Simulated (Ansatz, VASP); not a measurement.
**BN: VASP beside Ansatz**

```xyz
2
Lattice="0.0000 1.8372 1.7637 1.8372 0.0000 1.7637 1.8372 1.8372 0.0000" Properties=species:S:1:pos:R:3 pbc="T T T"
B     0.0000    0.0000    0.0000
N     2.7558    2.7558    2.6455
```

Alike in both runs: task single point; functional PBE; k mesh 12 × 12 × 12; occupations gaussian, width 0.05 eV; no spin polarisation.

|  | VASP | Ansatz |
| --- | --- | --- |
| version | VASP 6.6.1 | Ansatz 0.2.0 |
| potentials or method | VASP PAW PBE potentials, release 64 (B, N), cutoff 520 eV | scalar-relativistic, plane waves, PAW |
| valence electrons in the cell | 8 | 8 |

|  | VASP | Ansatz | Ansatz less VASP |
| --- | --- | --- | --- |
| gap on the k mesh at the Fermi level (eV) | 3.75 | 3.76 | +0.012 |
| least direct gap on the mesh (eV) | 8.35 | 8.36 | +0.011 |
| pressure (GPa) | 0.2 | 0.0 | -0.23 |
| traceless stress, the component that is largest in VASP (GPa) | 15.67 | 15.66 | -0.011 |
